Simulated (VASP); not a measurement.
# Cu (Fm-3m) in VASP: a series of runs

Cu is run at these levels: PBE; tasks: single point, relaxation of cell and atoms.

All numbers are computed with VASP 6.6.1; they aren't measurements. Logs are shortened: lines on timing, memory, paths and dates and some standing lists are left out, and cuts for length are marked.

## Step 1: The cell of the first run

Symmetry: Fm-3m, No. 225, cubic system. The conventional cell has a = 3.627 Å, b = 3.627 Å, c = 3.627 Å, α = 90.00°, β = 90.00°, γ = 90.00°. Within 3.4 Å of Cu (site symmetry m-3m) lie 12 Cu at 2.56 Å.

## Step 2: Single point, PBE

INCAR

```
SYSTEM = Cu
ALGO = Normal
EDIFF = 1E-6
ENCUT = 600
GGA = PE
GGA_COMPAT = .False.
ISIF = 2
ISMEAR = 0
LASPH = .True.
LCHARG = .True.
LELF = .True.
LREAL = .False.
LVHAR = .True.
LWAVE = .False.
NBANDS = 12
NELM = 120
PREC = Accurate
SIGMA = 0.1
```

KPOINTS

```
k-points
0
Gamma
  10 10 10
  0 0 0
```

POSCAR

```
Cu
1.0
    0.0000000000      1.8135739156      1.8135739156
    1.8135739156      0.0000000000      1.8135739156
    1.8135739156      1.8135739156      0.0000000000
Cu
1
Direct
    0.0000000000      0.0000000000      0.0000000000
```

Potentials or basis: VASP PAW PBE potentials, release 64 (Cu).

The run is started by

```sh
> cat potpaw_PBE.64/Cu/POTCAR > POTCAR
> mpirun -np 1 vasp_std > vasp.out
```

OUTCAR:

```text
SYSTEM = Cu
   EDIFF = 1E-6
   ENCUT = 600
   GGA = PE
   ISIF = 2
   ISMEAR = 0
   LASPH = .True.
   LREAL = .False.
   NELM = 120
   PREC = Accurate

 ion  position               nearest neighbor table
   1  0.000  0.000  0.000-

  LATTYP: Found a face centered cubic cell.
 ALAT       =     3.6271478312

  Lattice vectors:

 A1 = (   0.0000000000,   1.8135739156,   1.8135739156)
 A2 = (   1.8135739156,   0.0000000000,   1.8135739156)
 A3 = (   1.8135739156,   1.8135739156,   0.0000000000)

Analysis of symmetry for initial positions (statically):
=====================================================================
 Subroutine PRICEL returns:
 Original cell was already a primitive cell.

 Routine SETGRP: Setting up the symmetry group for a
 face centered cubic supercell.

 Subroutine GETGRP returns: Found 48 space group operations
 (whereof 48 operations were pure point group operations)
 out of a pool of 48 trial point group operations.

The static configuration has the point symmetry O_h .

Analysis of symmetry for dynamics (positions and initial velocities):
=====================================================================
 Subroutine PRICEL returns:
 Original cell was already a primitive cell.

 Routine SETGRP: Setting up the symmetry group for a
 face centered cubic supercell.

 Subroutine GETGRP returns: Found 48 space group operations
 (whereof 48 operations were pure point group operations)
 out of a pool of 48 trial point group operations.

The dynamic configuration has the point symmetry O_h .

 Subroutine INISYM returns: Found 48 space group operations
 (whereof 48 operations are pure point group operations),
 and found     1 'primitive' translations

----------------------------------------------------------------------------------------

                                     Primitive cell

  volume of cell :      11.9299

  direct lattice vectors                    reciprocal lattice vectors
     0.000000000  1.813573916  1.813573916    -0.275698716  0.275698716  0.275698716
     1.813573916  0.000000000  1.813573916     0.275698716 -0.275698716  0.275698716
     1.813573916  1.813573916  0.000000000     0.275698716  0.275698716 -0.275698716

  length of vectors
     2.564780828  2.564780828  2.564780828     0.477524184  0.477524184  0.477524184

[... 83 lines left out ...]
   NFREE  =      0    steps in history (QN), initial steepest desc. (CG)
   ISIF   =      2    stress and relaxation
   ISYM   =      2    0-nonsym 1-usesym 2-fastsym
   POTIM  = 0.5000    time-step for ionic-motion
   TEBEG  =    0.0;   TEEND  =   0.0 temperature during run
   PSTRESS=    0.0 pullay stress
   NELECT =      11.0000    total number of electrons
   NUPDOWN=      -1.0000    fix difference up-down
   EMIN   =  10.00;   EMAX   =-10.00  energy-range for DOS
   EFERMI =   0.00;   METHOD = LEGACY
   ISMEAR =     0;   SIGMA  =   0.10  broadening in eV -4-tet -1-fermi 0-gaus
   EFERMI_NEDOS =   21; number of points for ismear=-14 and -15
   IALGO  =     38    algorithm
   IMIX   =      4    mixing-type and parameters
     AMIX     =   0.40;   BMIX     =  1.00
     AMIX_MAG =   1.60;   BMIX_MAG =  1.00
  volume/ion in A,a.u.               =      11.93        80.51
  Fermi-wavevector in a.u.,A,eV,Ry     =   1.593409  3.011105 34.544521  2.538951
  Thomas-Fermi vector in A             =   2.691643
   LORBIT       =      0    0 simple, 1 ext, 2 COOP (PROOUT), +10 PAW based schemes
   GGA     = PE    functional components
   LHFCALC =     F    Hartree Fock is set to
   AEXX    =    0.0000 exact exchange contribution
   IVDW    =     0    specifies the selected vdW correction
   LEPSILON=     F    determine dielectric tensor
   LRPA    =     F    only Hartree local field effects (RPA)
 non-spin polarized calculation
 Gauss-broadening in eV      SIGMA  =   0.10
  energy-cutoff  :      600.00
  volume of cell :       11.93
 maximum number of plane-waves:       411
   NGX = 11   NGY = 11   NGZ = 11

 number of electron      10.9999998 magnetization

 Free energy of the ion-electron system (eV)
  ---------------------------------------------------
  ext. energy  EPLUGINS =         0.00000000
  ---------------------------------------------------
  free energy    TOTEN  =        -3.71464133 eV

  energy without entropy =       -3.71188748  energy(sigma->0) =       -3.71326441

 E-fermi :   7.3521     XC(G=0): -12.6683

 val. band max:        7.3520687178   @ k =   0.5000   0.1000   0.0000
 cond. band min:       7.5567978238   @ k =   0.5000   0.3000   0.1000
 fundamental gap:      0.2047291060
 Fermi energy:         7.3520940826

 k-point     1 :       0.0000    0.0000    0.0000
  band No.  band energies     occupation
      1      -1.8138      2.00000
      2       4.4621      2.00000
      3       4.4621      2.00000
      4       4.4621      2.00000
      5       5.2714      2.00000
      6       5.2714      2.00000
      7      29.9745      0.00000
      8      32.5408      0.00000
      9      32.5408      0.00000
     10      32.5408      0.00000
     11      35.0244      0.00000
     12      35.0244      0.00000
[... 331 lines left out ...]
 k-point    24 :       0.4000    0.3000    0.0000
  band No.  band energies     occupation
      1       2.5216      2.00000
      2       3.4130      2.00000
      3       4.9840      2.00000
      4       5.4076      2.00000
      5       5.7992      2.00000
      6       6.4127      2.00000
      7      19.5151      0.00000
      8      20.3227      0.00000
      9      22.3057      0.00000
     10      26.3688      0.00000
     11      30.0022      0.00000
     12      44.8572      0.00000

 [... further k-points ...]

------------------------ aborting loop because EDIFF is reached ----------------------------------------

  FORCE on cell =-STRESS in cart. coord.  units (eV):
  Direction    XX          YY          ZZ          XY          YZ          ZX
  --------------------------------------------------------------------------------------
  -------------------------------------------------------------------------------------
  Total        0.0862369      0.0862369      0.0862369      0.0000000      0.0000000      0.0000000
  in kB       11.5815807     11.5815807     11.5815807      0.0000000      0.0000000      0.0000000
  external PRESSURE =      11.5815807 kB  Pullay stress =       0.0000000 kB

 VOLUME and BASIS-vectors are now :
 -----------------------------------------------------------------------------
  energy-cutoff  :      600.00
  volume of cell :       11.93
      direct lattice vectors                 reciprocal lattice vectors
     0.000000000  1.813573916  1.813573916    -0.275698716  0.275698716  0.275698716
     1.813573916  0.000000000  1.813573916     0.275698716 -0.275698716  0.275698716
     1.813573916  1.813573916  0.000000000     0.275698716  0.275698716 -0.275698716

 POSITION                                       TOTAL-FORCE (eV/Angst)
 -----------------------------------------------------------------------------------
      0.00000      0.00000      0.00000        -0.000000      0.000000      0.000000
 -----------------------------------------------------------------------------------
    total drift:                                0.000000      0.000000      0.000000

  FREE ENERGIE OF THE ION-ELECTRON SYSTEM (eV)
  ---------------------------------------------------
  free  energy   TOTEN  =        -3.7146413340 eV

  energy  without entropy=       -3.7118874849  energy(sigma->0) =       -3.71326441
```

stdout:

```text
POSCAR found type information on POSCAR Cu
 POSCAR found :  1 types and       1 ions
 scaLAPACK will be used
 LDA part: xc-table for (Slater+PW92), standard interpolation
 POSCAR, INCAR and KPOINTS ok, starting setup
 FFT: planning ... GRIDC
 FFT: planning ... GRID_SOFT
 FFT: planning ... GRID
 WAVECAR not read
 entering main loop
```

Run time: 5.7 s. Hardware: 1 thread of Intel Xeon Platinum 8488C (Sapphire Rapids), shared host; peak memory 0.13 GiB.

Results:

```
Free energy : -3.7146 eV
Pressure    : 1.2 GPa
```

## Step 3: Single point, PBE

INCAR

```
PREC = Accurate ; ENCUT = 600
EDIFF = 1E-6 ; ISMEAR = 0
SIGMA = 0.1 ; LREAL = False
LASPH = True ; NELM = 120
ALGO = Normal ; ISIF = 2
LWAVE = False ; LCHARG = True
GGA = PE ; LELF = True
LVHAR = True ; NBANDS = 12
GGA_COMPAT = False
```

KPOINTS

```
Automatic mesh
0
Gamma
  20 20 20
```

POSCAR

```
Cu
1.0
    0.0000000000      1.8144667932      1.8144667932
    1.8144667932      0.0000000000      1.8144667932
    1.8144667932      1.8144667932      0.0000000000
Cu
1
Direct
    0.0000000000      0.0000000000      0.0000000000
```

Potentials or basis: VASP PAW PBE potentials, release 64 (Cu).

The run is started by

```sh
> cat potpaw_PBE.64/Cu/POTCAR > POTCAR
> mpirun -np 1 vasp_std > vasp.out
```

It took 22 s on 1 thread of Intel Xeon Platinum 8488C (Sapphire Rapids), shared host; peak memory 0.17 GiB.

The run converged. Its results:

* Free energy: -3.7294 eV
* Pressure: 0.7 GPa

Levels at points of the mesh, in eV from the Fermi level:
```csv
k point,band 4,band 5,band 6,band 7,band 8,band 9
"(0.00, 0.00, 0.00)",-2.96,-2.16,-2.16,22.53,25.08,25.08
"(0.50, 0.00, 0.00)",-1.60,-1.60,-0.94,3.73,21.03,21.92
"(0.50, 0.50, 0.00)",-1.46,-1.46,1.53,7.06,13.02,13.02
```

## Step 4: Relaxation of cell and atoms, PBE

INCAR

```
  ALGO = Normal
  EDIFF = 1E-7
  EDIFFG = -0.002
  ENCUT = 600
  GGA = PE
  GGA_COMPAT = False
  IBRION = 2
  ISIF = 3
  ISMEAR = 0
  LASPH = True
  LCHARG = False
  LREAL = False
  LWAVE = False
  NELM = 120
  NELMIN = 4
  NSW = 100
  PREC = Accurate
  SIGMA = 0.1
```

KPOINTS

```
k-points
0
Gamma
  20 20 20
```

POSCAR

```
Cu
1.0
    0.0000000000      1.8135739156      1.8135739156
    1.8135739156      0.0000000000      1.8135739156
    1.8135739156      1.8135739156      0.0000000000
Cu
1
Direct
    0.0000000000      0.0000000000      0.0000000000
```

The run is started by

```sh
> cat potpaw_PBE.64/Cu/POTCAR > POTCAR
> mpirun -np 1 vasp_std > vasp.out
```

It took 40 s on 1 thread of Intel Xeon Platinum 8488C (Sapphire Rapids), shared host; peak memory 0.16 GiB.

It converged, with:

```
Free energy                            : -3.7295 eV
Relaxed volume                         : 12.01 Å³/atom
Relaxed cell                           : a = 2.570 Å, b = 2.570 Å, c = 2.570 Å, α = 60.00°, β = 60.00°, γ = 60.00°
Space group after relaxing (to 0.05 Å) : Fm-3m (No. 225)
Energy gained by relaxing              : 0.2 meV/atom
Ionic steps                            : 3
Pressure after relaxing                : 0.0 GPa
```

The path:
```
step  energy change (eV)  largest force (eV/Å)  pressure (GPa)  volume (Å³)
   1              0.0000                0.0000            0.90        11.93
   2             -0.0002                0.0000           -0.44        12.05
   3             -0.0002                0.0000            0.02        12.01
```

Final structure:
```
Cu
1.0
     0.00000    1.81741    1.81741
     1.81741    0.00000    1.81741
     1.81741    1.81741    0.00000
Cu
1
Direct
  0.00000 0.00000 0.00000
```

Levels at points of the mesh, in eV from the Fermi level:
```
           k point  band 3  band 4  band 5  band 6  band 7  band 8  band 9
(0.00, 0.00, 0.00)   -2.95   -2.95   -2.15   -2.15   22.49   25.01   25.01
(0.50, 0.00, 0.00)   -2.98   -1.59   -1.59   -0.93    3.70   20.99   21.84
(0.50, 0.50, 0.00)   -1.61   -1.45   -1.45    1.54    7.03   12.98   12.98
```

## Step 5: Overview

```tsv
task	cell	k mesh	gap on the mesh (eV)	pressure (GPa)
single point	a = 2.565 Å, angles 60.0°, 1 atom	10 × 10 × 10	none	1.2
single point	a = 2.566 Å, angles 60.0°, 1 atom	20 × 20 × 20	none	0.7
relaxation of cell and atoms	relaxed from a = 2.565 Å, angles 60.0°, 1 atom	20 × 20 × 20	none	0.0
```

Alike in all rows: level PBE; potentials or basis VASP PAW PBE potentials, release 64 (Cu); no spin polarisation; cutoff (eV) 600; smearing gaussian 0.1 eV.

Absolute energies hang on the potentials; compare differences alone.
